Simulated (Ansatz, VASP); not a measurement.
**Ag in VASP and in Ansatz**

Contents of INCAR:

```
SYSTEM = Ag
PREC     = Accurate       ! precision mode
ENCUT    = 520            ! plane-wave cutoff, eV
EDIFF    = 1E-7           ! SCF threshold, eV
ISMEAR   = -1             ! smearing method
SIGMA    = 0.05           ! smearing width, eV
LREAL    = .FALSE.        ! projectors in reciprocal space
LASPH    = .TRUE.         ! aspherical terms in the spheres
NELM     = 80             ! most SCF steps
ALGO     = Normal         ! electronic algorithm
ISIF     = 2              ! what is computed and relaxed
LWAVE    = .FALSE.        ! write WAVECAR
LCHARG   = .TRUE.         ! write CHGCAR
GGA      = PE             ! functional
LELF     = .TRUE.         ! ELF
LVHAR    = .TRUE.       
NBANDS   = 12             ! bands
```

KPOINTS

```
regular mesh
0
G
  15 15 15
  0 0 0
```

Contents of POSCAR:

```
Ag
1.0
    0.0000000000      2.0022380000      2.0431000000
    2.0022380000      0.0000000000      2.0431000000
    2.0022380000      2.0022380000      0.0000000000
Ag
1
Direct
    0.0000000000      0.0000000000      0.0000000000
```

Input for Ansatz:

```yaml
crystal:
  lattice:
    - [0.0, 2.002238, 2.0431]
    - [2.002238, 0.0, 2.0431]
    - [2.002238, 2.002238, 0.0]
  atoms:
    - { symbol: Ag, position: [0.0, 0.0, 0.0] }
kpoints:
  mp_grid: { grid: [15, 15, 15] }
  band_path:
    path:
      - [0.0, 0.0, 0.0]
      - [0.0, 0.5, 0.5]
      - [0.25, 0.75, 0.5]
      - [0.0, 0.5, 0.0]
      - [0.0, 0.0, 0.0]
      - [0.5, 0.5, 0.0]
      - [0.37005, 0.62995, 0.0]
      - [-0.37005, 0.37005, 0.0]
      - [0.0, 0.0, 0.0]
    npoints: 5
scf:
  occupations: { method: fermi_dirac, width: 0.05 }
hamiltonian:
  xc: pbe
  pseudopotentials: { kind: all_electron, lapw: { basis_error: 0.001 } }
output:
  forces: true
  stress: true
  eigenvalues: true
```

Change from the starting cell: equal xx and yy strain of -2 %.

Alike in both runs: task single point; functional PBE; k mesh 15 × 15 × 15; occupations fermi-dirac, width 0.05 eV; no spin polarisation.

|  | VASP | Ansatz |
| --- | --- | --- |
| version | VASP 6.6.1 | Ansatz 0.2.0 |
| potentials or method | VASP PAW PBE potentials, release 64 (Ag), cutoff 520 eV | all-electron LAPW, scalar-relativistic |

VASP gave:

```
pressure (GPa)                                                : 9.7
traceless stress, the component that is largest in VASP (GPa) : -0.41
```

Task: Which values does Ansatz return?

Result: Pressure (GPa): 9.9; traceless stress, the component that is largest in VASP (GPa): -0.44.

Ansatz ran all-electron here, and VASP with PAW potentials.
